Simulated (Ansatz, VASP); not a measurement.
## Two plane-wave programs on MoS2

```
Mo S
1.0
     1.60688    0.92774    6.22796
    -1.60688    0.92774    6.22796
     0.00000   -1.85547    6.22796
Mo S
1 2
Direct
  0.00001 0.00001 0.00001
  0.75169 0.75169 0.75169
  0.58160 0.58160 0.58160
```

Alike in both runs: task single point; functional PBE; k mesh 8 × 8 × 8; occupations gaussian, width 0.05 eV; non-collinear spin, spin-orbit coupling.

|  | VASP | Ansatz |
| --- | --- | --- |
| version | VASP 6.6.1 | Ansatz 0.2.0 |
| potentials or method | VASP PAW PBE potentials, release 64 (Mo_sv, S), cutoff 520 eV | plane waves, PAW |
| valence electrons in the cell | 26 | 26 |

Ansatz gave:

```
pressure (GPa)                                                : -3.9
traceless stress, the component that is largest in VASP (GPa) : -0.48
rms of the force components (eV/Å)                            : 0.343
net moment per atom (μB)                                      : 0.00
```

Q: Which values does VASP return?

A: Pressure (GPa): -4.0; traceless stress, the component that is largest in VASP (GPa): -0.51; rms of the force components (eV/Å): 0.346; net moment per atom (μB): 0.00.

Atom by atom the forces differ by 0.004 eV/Å (rms over components).
